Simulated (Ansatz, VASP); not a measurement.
PbS in VASP and in Ansatz

```
Pb S
1.0
     0.00000    2.96575    2.96575
     2.96575    0.00000    2.96575
     2.96575    2.96575    0.00000
Pb S
1 1
Direct
  0.00000 0.00000 0.00000
  0.50000 0.50000 0.50000
```

Alike in both runs: task single point; functional revPBE; k mesh 6 × 6 × 6; no spin polarisation.

|  | VASP | Ansatz |
| --- | --- | --- |
| version | VASP 6.6.1 | Ansatz 0.2.0 |
| potentials or method | VASP PAW PBE potentials, release 64 (Pb_d, S), cutoff 500 eV | plane waves, PAW |
| occupations | gaussian, width 0.01 eV | fixed |
| valence electrons in the cell | 20 | 20 |

```tsv
	VASP	Ansatz	Ansatz less VASP
pressure (GPa)	3.5	3.6	+0.08
```

VASP's potentials were made for PBE, not for revPBE.

Spin-orbit coupling is off throughout.
